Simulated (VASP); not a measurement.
A run of VASP 6.6.1 is set up as follows.

File INCAR:

```
SYSTEM = Ga
PREC = Accurate ; ENCUT = 600
EDIFF = 1E-7 ; ISMEAR = 0
SIGMA = 0.1 ; LREAL = .False.
LASPH = .True. ; NELM = 80
ALGO = Fast ; ISIF = 3
LWAVE = .False. ; LCHARG = .False.
GGA = PE ; IBRION = 2
NSW = 90 ; EDIFFG = -0.04
```

KPOINTS

```
Automatic mesh
0
Gamma
  8 8 6
  0 0 0
```

POSCAR

```
Ga
1.0
    1.1776430000     -2.3376126500      0.0000000000
    1.1776430000      2.3376126500      0.0000000000
    0.0000000000      0.0000000000      3.4853857600
Ga
1
Direct
    0.5000000000      0.5000000000      0.0000000000
```

Potentials or basis: VASP PAW PBE potentials, release 64 (Ga_d).

Launch:

```bash
$ cat potpaw_PBE.64/Ga_d/POTCAR > POTCAR
$ mpirun -np 1 vasp_std > vasp.out
```

Predict the space group after relaxing (to 0.05 Å).

P6/mmm (No. 191).

What does it give for the relaxed cell?

a = 2.809 Å, b = 2.809 Å, c = 2.897 Å, α = 90.00°, β = 90.00°, γ = 120.58°.

What does it give for the relaxed volume?

19.68 Å³/atom.

Stress tensor (GPa, compression positive):
```
-0.31  0.00  0.00
 0.00  0.00  0.00
 0.00  0.00 -0.12
```

Caveat: the k points lie up to 0.36 Å⁻¹ apart in the final cell.
